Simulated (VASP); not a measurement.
# Zr (Im-3m) in VASP: notebook

Runs on Zr. Level: PBE. Tasks: single point.

All numbers are computed with VASP 6.6.1; they aren't measurements. Logs are shortened: lines on timing, memory, paths and dates and some standing lists are left out, and cuts for length are marked.

**1. The cell of the first run**

The structure is cubic, space group Im-3m (No. 229). Conventional cell: a = 3.546 Å, b = 3.546 Å, c = 3.546 Å, α = 90.00°, β = 90.00°, γ = 90.00°. Within 4.0 Å of Zr (site symmetry m-3m) lie 14 Zr at 3.07 to 3.55 Å.

**2. Single point, PBE (volume scaled by 0.94)**

Input file INCAR:

```
  PREC = Accurate
  ENCUT = 520
  EDIFF = 1E-6
  ISMEAR = -1
  SIGMA = 0.08
  LREAL = F
  LASPH = T
  NELM = 80
  ALGO = Normal
  ISIF = 2
  LWAVE = F
  LCHARG = F
  GGA = PE
  NBANDS = 12
```

Input file KPOINTS:

```
regular mesh
0
Gamma
  14 14 14
```

Input file POSCAR:

```
Zr
1.0
   -1.7730508568      1.7730508568      1.7730508568
    1.7730508568     -1.7730508568      1.7730508568
    1.7730508568      1.7730508568     -1.7730508568
Zr
1
Direct
    0.0000000000      0.0000000000      0.0000000000
```

Potentials or basis: VASP PAW PBE potentials, release 64 (Zr_sv).

The run is started by

```sh
cat potpaw_PBE.64/Zr_sv/POTCAR > POTCAR
mpirun -np 1 vasp_std > vasp.out
```

OUTCAR:

```text
PREC = Accurate
   ENCUT = 520
   EDIFF = 1E-6
   ISMEAR = -1
   LREAL = F
   LASPH = T
   NELM = 80
   ISIF = 2
   GGA = PE

 ion  position               nearest neighbor table
   1  0.000  0.000  0.000-

  LATTYP: Found a body centered cubic cell.
 ALAT       =     3.5461017136

  Lattice vectors:

 A1 = (  -1.7730508568,   1.7730508568,   1.7730508568)
 A2 = (   1.7730508568,  -1.7730508568,   1.7730508568)
 A3 = (   1.7730508568,   1.7730508568,  -1.7730508568)

Analysis of symmetry for initial positions (statically):
=====================================================================
 Subroutine PRICEL returns:
 Original cell was already a primitive cell.

 Routine SETGRP: Setting up the symmetry group for a
 body centered cubic supercell.

 Subroutine GETGRP returns: Found 48 space group operations
 (whereof 48 operations were pure point group operations)
 out of a pool of 48 trial point group operations.

The static configuration has the point symmetry O_h .

Analysis of symmetry for dynamics (positions and initial velocities):
=====================================================================
 Subroutine PRICEL returns:
 Original cell was already a primitive cell.

 Routine SETGRP: Setting up the symmetry group for a
 body centered cubic supercell.

 Subroutine GETGRP returns: Found 48 space group operations
 (whereof 48 operations were pure point group operations)
 out of a pool of 48 trial point group operations.

The dynamic configuration has the point symmetry O_h .

 Subroutine INISYM returns: Found 48 space group operations
 (whereof 48 operations are pure point group operations),
 and found     1 'primitive' translations

----------------------------------------------------------------------------------------

                                     Primitive cell

  volume of cell :      22.2958

  direct lattice vectors                    reciprocal lattice vectors
    -1.773050857  1.773050857  1.773050857     0.000000000  0.281999807  0.281999807
     1.773050857 -1.773050857  1.773050857     0.281999807  0.000000000  0.281999807
     1.773050857  1.773050857 -1.773050857     0.281999807  0.281999807  0.000000000

  length of vectors
     3.071014168  3.071014168  3.071014168     0.398807952  0.398807952  0.398807952

  position of ions in fractional coordinates (direct lattice)
     0.000000000  0.000000000  0.000000000

  ion indices of the primitive-cell ions
   primitive index   ion index
                 1           1

----------------------------------------------------------------------------------------

 KPOINTS: regular mesh

Automatic generation of k-mesh.
 Grid dimensions read from file:
 generate k-points for:   14   14   14

 Generating k-lattice:

  Cartesian coordinates                     Fractional coordinates (reciprocal lattice)
     0.000000000  0.020142843  0.020142843     0.071428571  0.000000000  0.000000000
     0.020142843  0.000000000  0.020142843     0.000000000  0.071428571  0.000000000
     0.020142843  0.020142843  0.000000000     0.000000000  0.000000000  0.071428571

  Length of vectors
     0.028486282  0.028486282  0.028486282

  Shift w.r.t. Gamma in fractional coordinates (k-lattice)
     0.000000000  0.000000000  0.000000000

 Subroutine IBZKPT returns following result:
 ===========================================

 Found    104 irreducible k-points:

 Following reciprocal coordinates:
            Coordinates               Weight
  0.000000  0.000000  0.000000      1.000000
  0.071429  0.000000  0.000000     12.000000
  0.142857  0.000000  0.000000     12.000000
  0.214286  0.000000  0.000000     12.000000
  0.285714  0.000000  0.000000     12.000000
  0.357143  0.000000  0.000000     12.000000
[... 16 lines left out ...]
  0.285714  0.285714  0.000000     24.000000
  0.357143  0.285714  0.000000     24.000000
 [... further k-points ...]
   k-points           NKPTS =    104   k-points in BZ     NKDIM =    104   number of bands    NBANDS=     12
   number of dos      NEDOS =    301   number of ions     NIONS =      1
   total plane-waves  NPLWV =  13824
   dimension x,y,z NGX =    24 NGY =   24 NGZ =   24
   dimension x,y,z NGXF=    48 NGYF=   48 NGZF=   48
   ions per type =               1
   NGX,Y,Z   is equivalent  to a cutoff of  12.99, 12.99, 12.99 a.u.
   NGXF,Y,Z  is equivalent  to a cutoff of  25.98, 25.98, 25.98 a.u.
 SYSTEM =  unknown system
   PREC   = accura    normal or accurate (medium, high low for compatibility)
   ISTART =      0    job   : 0-new  1-cont  2-samecut
   ICHARG =      2    charge: 1-file 2-atom 10-const
   ISPIN  =      1    spin polarized calculation?
   LNONCOLLINEAR =      F non collinear calculations
   LSORBIT =      F    spin-orbit coupling
   LASPH  =      T    aspherical Exc in radial PAW
   ENCUT  =  520.0 eV  38.22 Ry    6.18 a.u.   5.71  5.71  5.71*2*pi/ulx,y,z
   NELM   =     80;   NELMIN=  2; NELMDL= -5     # of ELM steps
   EDIFF  = 0.1E-05   stopping-criterion for ELM
   LREAL  =      F    real-space projection
   EDIFFG = 0.1E-04   stopping-criterion for IOM
   NSW    =      0    number of steps for IOM
   IBRION =     -1    ionic relax: 0-MD 1-quasi-New 2-CG
   NFREE  =      0    steps in history (QN), initial steepest desc. (CG)
   ISIF   =      2    stress and relaxation
   ISYM   =      2    0-nonsym 1-usesym 2-fastsym
   POTIM  = 0.5000    time-step for ionic-motion
   TEBEG  =    0.0;   TEEND  =   0.0 temperature during run
   PSTRESS=    0.0 pullay stress
   NELECT =      12.0000    total number of electrons
   NUPDOWN=      -1.0000    fix difference up-down
   EMIN   =  10.00;   EMAX   =-10.00  energy-range for DOS
   EFERMI =   0.00;   METHOD = LEGACY
   ISMEAR =    -1;   SIGMA  =   0.08  broadening in eV -4-tet -1-fermi 0-gaus
   EFERMI_NEDOS =   21; number of points for ismear=-14 and -15
   IALGO  =     38    algorithm
   IMIX   =      4    mixing-type and parameters
     AMIX     =   0.40;   BMIX     =  1.00
     AMIX_MAG =   1.60;   BMIX_MAG =  1.00
  volume/ion in A,a.u.               =      22.30       150.46
  Fermi-wavevector in a.u.,A,eV,Ry     =   1.331662  2.516477 24.127539  1.773324
  Thomas-Fermi vector in A             =   2.460656
   LORBIT       =      0    0 simple, 1 ext, 2 COOP (PROOUT), +10 PAW based schemes
   GGA     = PE    functional components
   LHFCALC =     F    Hartree Fock is set to
   AEXX    =    0.0000 exact exchange contribution
   IVDW    =     0    specifies the selected vdW correction
   LEPSILON=     F    determine dielectric tensor
   LRPA    =     F    only Hartree local field effects (RPA)
 non-spin polarized calculation
  energy-cutoff  :      520.00
  volume of cell :       22.30
 maximum number of plane-waves:       616
   NGX = 11   NGY = 11   NGZ = 11

 number of electron      12.0000000 magnetization

 Free energy of the ion-electron system (eV)
  ---------------------------------------------------
  ext. energy  EPLUGINS =         0.00000000
  ---------------------------------------------------
  free energy    TOTEN  =        -8.45104624 eV

  energy without entropy =       -8.41435973  energy(sigma->0) =       -8.43270299

 E-fermi :   9.1968     XC(G=0): -11.2739

 val. band max:        9.1921606580   @ k =   0.2143   0.2143   0.0000
 cond. band min:       9.2074425143   @ k =   0.2857   0.2857   0.0000
 fundamental gap:      0.0152818563
 Fermi energy:         9.1968379632

 k-point     1 :       0.0000    0.0000    0.0000
  band No.  band energies     occupation
      1     -39.2109      2.00000
      2     -16.6590      2.00000
      3     -16.6590      2.00000
      4     -16.6590      2.00000
      5       3.7611      2.00000
      6      10.3416      0.00000
      7      10.3416      0.00000
      8      10.3416      0.00000
      9      12.9296      0.00000
     10      12.9296      0.00000
     11      21.7271      0.00000
     12      21.7271      0.00000

 k-point     2 :       0.0714    0.0000    0.0000
  band No.  band energies     occupation
      1     -39.2021      2.00000
      2     -16.7181      2.00000
      3     -16.6768      2.00000
      4     -16.6595      2.00000
      5       3.9435      2.00000
      6      10.2183      0.00001
      7      10.2999      0.00000
      8      10.5188      0.00000
      9      12.7379      0.00000
     10      12.9272      0.00000
     11      21.8896      0.00000
     12      22.0561      0.00000

 k-point     3 :       0.1429    0.0000    0.0000
  band No.  band energies     occupation
      1     -39.1773      2.00000
      2     -16.8809      2.00000
      3     -16.7264      2.00000
      4     -16.6608      2.00000
      5       4.4559      2.00000
      6       9.8968      0.00032
      7      10.1123      0.00002
      8      11.0408      0.00000
      9      12.4336      0.00000
     10      12.9383      0.00000
     11      22.2278      0.00000
     12      22.9899      0.00000
[... 286 lines left out ...]
 k-point    23 :       0.2857    0.2857    0.0000
  band No.  band energies     occupation
      1     -39.0143      2.00000
      2     -17.5483      2.00000
      3     -17.2537      2.00000
      4     -16.7905      2.00000
      5       7.6500      2.00000
      6       8.5060      1.99964
      7       9.2074      0.93382
      8      12.9146      0.00000
      9      13.6065      0.00000
     10      17.6652      0.00000
     11      18.6341      0.00000
     12      20.8232      0.00000

 k-point    24 :       0.3571    0.2857    0.0000
  band No.  band energies     occupation
      1     -39.0086      2.00000
      2     -17.5063      2.00000
      3     -17.3362      2.00000
      4     -16.7962      2.00000
      5       7.7402      2.00000
      6       8.6306      1.99831
      7       9.0724      1.65130
      8      13.1183      0.00000
      9      13.5588      0.00000
     10      18.1059      0.00000
     11      18.5763      0.00000
     12      20.0485      0.00000

 [... further k-points ...]
[... 5 lines left out ...]
  --------------------------------------------------------------------------------------
  -------------------------------------------------------------------------------------
  Total        0.3166220      0.3166220      0.3166220      0.0000000     -0.0000000      0.0000000
  in kB       22.7524460     22.7524460     22.7524460      0.0000000     -0.0000000      0.0000000
  external PRESSURE =      22.7524460 kB  Pullay stress =       0.0000000 kB

 VOLUME and BASIS-vectors are now :
 -----------------------------------------------------------------------------
  energy-cutoff  :      520.00
  volume of cell :       22.30
      direct lattice vectors                 reciprocal lattice vectors
    -1.773050857  1.773050857  1.773050857     0.000000000  0.281999807  0.281999807
     1.773050857 -1.773050857  1.773050857     0.281999807  0.000000000  0.281999807
     1.773050857  1.773050857 -1.773050857     0.281999807  0.281999807  0.000000000

 POSITION                                       TOTAL-FORCE (eV/Angst)
 -----------------------------------------------------------------------------------
      0.00000      0.00000      0.00000         0.000000     -0.000000      0.000000
 -----------------------------------------------------------------------------------
    total drift:                                0.000000      0.000000     -0.000000

  FREE ENERGIE OF THE ION-ELECTRON SYSTEM (eV)
  ---------------------------------------------------
  free  energy   TOTEN  =        -8.4510462419 eV

  energy  without entropy=       -8.4143597303  energy(sigma->0) =       -8.43270299
```

Wall time 17 s (1 thread of Intel Xeon 8259CL, shared host); peak memory 0.15 GiB.

Results:

```
Free energy            : -8.4510 eV
Pressure               : 2.3 GPa
Band gap on the k mesh : zero (band 6 reaches 10.34 eV, above the bottom of band 7 at 8.54 eV)
```

**3. Single point, PBE (volume scaled by 0.96)**

Input file INCAR:

```
SYSTEM = Zr
PREC = Accurate
ENCUT = 520
EDIFF = 1E-6
ISMEAR = -1
SIGMA = 0.08
LREAL = .FALSE.
LASPH = .TRUE.
NELM = 100
ALGO = Normal
ISIF = 2
LWAVE = .FALSE.
LCHARG = .TRUE.
GGA = PE
LELF = .TRUE.
LVHAR = .TRUE.
NBANDS = 12
```

Input file KPOINTS:

```
Automatic mesh
0
G
  14 14 14
  0 0 0
```

Input file POSCAR:

```
Zr
1.0
   -1.7855375418      1.7855375418      1.7855375418
    1.7855375418     -1.7855375418      1.7855375418
    1.7855375418      1.7855375418     -1.7855375418
Zr
1
Direct
    0.0000000000      0.0000000000      0.0000000000
```

Potentials or basis: VASP PAW PBE potentials, release 64 (Zr_sv).

The run is started by

```sh
cat potpaw_PBE.64/Zr_sv/POTCAR > POTCAR
mpirun -np 1 vasp_std > vasp.out
```

Run time: 19 s. Hardware: 1 thread of Intel Xeon 8259CL, shared host; peak memory 0.15 GiB.

The run converged. Its results:

```
Free energy            : -8.4551 eV
Pressure               : 0.4 GPa
Band gap on the k mesh : zero (band 6 reaches 10.09 eV, above the bottom of band 7 at 8.31 eV)
```

Levels at points of the mesh, in eV from the Fermi level:
| k point | band 2 | band 3 | band 4 | band 5 | band 6 | band 7 | band 8 | band 9 | band 10 | band 11 |
| --- | --- | --- | --- | --- | --- | --- | --- | --- | --- | --- |
| (0.00, 0.00, 0.00) | -25.93 | -25.93 | -25.93 | -5.40 | 1.13 | 1.13 | 1.13 | 3.66 | 3.66 | 12.46 |
| (0.50, 0.00, 0.00) | -26.96 | -26.26 | -25.94 | -2.84 | -0.70 | 1.68 | 3.67 | 4.35 | 6.47 | 10.09 |
| (0.50, 0.50, 0.50) | -26.64 | -26.64 | -26.64 | -2.62 | -2.62 | 5.78 | 5.78 | 5.78 | 7.57 | 7.57 |
